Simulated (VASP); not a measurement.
Runs of VASP 6.6.1 on AlNi3. The structure is that of space group I4/mmm (No. 139), or close to it. The cells are those of the table. 

| cell | further INCAR settings | gap on the mesh (eV) | pressure (GPa) |
| --- | --- | --- | --- |
| a = 3.961, b = 3.961, c = 4.116 Å, angles 58.7, 58.7, 62.6°, 4 atoms | ALGO = Fast; EDIFF = 1e-06; NBANDS = 24 | none | -6.6 |
| a = 3.970, b = 3.970, c = 4.274 Å, angles 57.4, 57.4, 65.1°, 4 atoms | ALGO = Fast; EDIFF = 1e-06; NBANDS = 24 | none | (b) |
| a = 4.119, b = 4.119, c = 3.958 Å, angles 61.3, 61.3, 57.4°, 4 atoms | ALGO = Fast; EDIFF = 1e-07; NBANDS = 24 | none | -12.8 |
| a = 4.037, b = 4.037, c = 4.116 Å, angles 59.4, 59.4, 61.3°, 4 atoms | ALGO = Fast; EDIFF = 1e-06; NBANDS = 24 | none | -13.0 |
| a = 4.044, b = 4.044, c = 4.274 Å, angles 58.1, 58.1, 63.8°, 4 atoms | ALGO = Fast; EDIFF = 1e-06; NBANDS = 24 | none | (a) |

Alike in all rows: task single point; level PBEsol; potentials or basis VASP PAW PBE potentials, release 64 (Al, Ni); no spin polarisation; k mesh 14 × 14 × 14; cutoff (eV) 520; smearing gaussian 0.15 eV.

Question: Estimate the missing entries.

Answer: (a) -16.8; (b) -10.8.

Caveats: the PAW data sets were made with another functional, which shifts forces and pressure a little; the cell stands under tension (at least some runs); the stress differs along the axes, from -13 to -6 GPa (at least some runs).

A gap of «none» marks levels without a gap at the run's occupations.
